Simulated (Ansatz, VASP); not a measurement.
## One calculation of BiTe, two programs

File INCAR:

```
PREC     = Accurate       # precision mode
ENCUT    = 520            # plane-wave cutoff, eV
EDIFF    = 1E-6           # SCF threshold, eV
ISMEAR   = 0              # smearing method
SIGMA    = 0.15           # smearing width, eV
LREAL    = F              # projectors in reciprocal space
LASPH    = T              # aspherical terms in the spheres
NELM     = 80             # most SCF steps
ALGO     = Normal         # electronic algorithm
ISIF     = 2              # what is computed and relaxed
LWAVE    = F              # write WAVECAR
LCHARG   = T              # write CHGCAR
GGA      = PE             # functional
LELF     = T              # ELF
LVHAR    = T            
NBANDS   = 18             # bands
```

KPOINTS

```
regular mesh
0
Gamma
  12 12 12
```

File POSCAR:

```
BiTe
1.0
    0.0000000000      3.2511939987      3.0236104188
    3.2511939987      0.0000000000      3.0236104188
    3.2511939987      3.2511939987      0.0000000000
Bi Te
1 1
Direct
    0.0305179670      0.0305179670     -0.0305179670
    0.4500183625      0.4500183625      0.5499816375
```

Input for Ansatz:

```yaml
crystal:
  lattice:
    - [0.0, 3.2511939987, 3.0236104188]
    - [3.2511939987, 0.0, 3.0236104188]
    - [3.2511939987, 3.2511939987, 0.0]
  atoms:
    - { symbol: Bi, position: [0.030517967, 0.030517967, -0.030517967] }
    - { symbol: Te, position: [0.4500183625, 0.4500183625, 0.5499816375] }
basis:
  ecutwfc: 420
kpoints:
  mp_grid: { grid: [12, 12, 12] }
hamiltonian:
  xc: pbe
scf:
  occupations: { method: gaussian, width: 0.15 }
output:
  forces: true
  stress: true
  eigenvalues: true
```

Change from the starting cell: mode 6 frozen in at -0.325 Å, normal strain along z -0.0700.

Alike in both runs: task single point; functional PBE; k mesh 12 × 12 × 12; occupations gaussian, width 0.15 eV; no spin polarisation.

|  | VASP | Ansatz |
| --- | --- | --- |
| version | VASP 6.6.1 | Ansatz 0.2.0 |
| potentials or method | VASP PAW PBE potentials, release 64 (Bi_d, Te), cutoff 520 eV | scalar-relativistic, plane waves, PAW |
| valence electrons in the cell | 21 | 31 |

```csv
,VASP,Ansatz,Ansatz less VASP
gap on the k mesh at the Fermi level (eV),none,none,-
pressure (GPa),12.5,12.4,-0.02
"traceless stress, the component that is largest in VASP (GPa)",16.59,16.51,-0.079
rms of the force components (eV/Å),2.606,2.589,-0.0166
```

Atom by atom the forces differ by 0.017 eV/Å (rms over components). A gap of «none» marks a metal or a gap that the smearing closes. VASP's potentials hold 21 valence electrons a cell and Ansatz's 31, so a difference there can come from the potentials and not from the codes.

Neither program's run includes spin-orbit coupling.
